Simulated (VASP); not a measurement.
# Ti: relaxation of shape and atoms at fixed volume with PBE

The system is Ti.

```
Ti
1.0
     2.96000    0.00000    0.00000
    -1.48000    2.56343    0.00000
     0.00000    0.00000    4.69490
Ti
2
Direct
  0.33333 0.66667 0.25000
  0.66667 0.33333 0.75000
```

```json
{"Program": "VASP 6.6.1", "Task": "relaxation of shape and atoms at fixed volume", "Functional": "PBE", "Potentials or basis": "VASP PAW PBE potentials, release 64 (Ti_sv)", "Cutoff": "600 eV", "k mesh": "18 × 18 × 10", "Occupations": "fermi-dirac, width 0.15 eV", "Spin": "no spin polarisation", "Dipole correction": "no", "Further INCAR settings": "ALGO = Fast; EDIFF = 1e-06; IBRION = 2; EDIFFG = -0.001; NSW = 80; ISIF = 4"}
```

```json
{
 "Energy gained by relaxing": "0.0 meV/atom",
 "Ionic steps": "7",
 "Pressure after relaxing": "-2.3 GPa",
 "Band gap on the k mesh": "zero (bands 12 and 13 overlap by 1.09 eV)"
}
```

Final structure:
```yaml
crystal:
  lattice:
    - [2.96016, 0.00000, 0.00000]
    - [-1.48008, 2.56357, 0.00000]
    - [0.00000, 0.00000, 4.69439]
  atoms:
    - { symbol: Ti, position: [0.33333, 0.66667, 0.25000] }
    - { symbol: Ti, position: [0.66667, 0.33333, 0.75000] }
```

Levels at points of the mesh, in eV from the Fermi level:
| k point | band 10 | band 11 | band 12 | band 13 | band 14 | band 15 |
| --- | --- | --- | --- | --- | --- | --- |
| (0.00, 0.00, 0.00) | -2.58 | 0.74 | 0.81 | 0.81 | 0.92 | 1.28 |
| (0.50, 0.00, 0.00) | -2.04 | -1.73 | -0.60 | 0.54 | 0.66 | 1.19 |
| (0.00, 0.00, 0.50) | -4.29 | 0.14 | 0.14 | 0.72 | 0.72 | 0.72 |
| (0.50, 0.00, 0.50) | -2.43 | -0.74 | -0.74 | 1.31 | 1.31 | 1.74 |

It took 4.1 min on 1 thread of Intel(R) Xeon(R) 6975P-C (Granite Rapids), with other jobs on the host, peak memory 0.26 GiB.
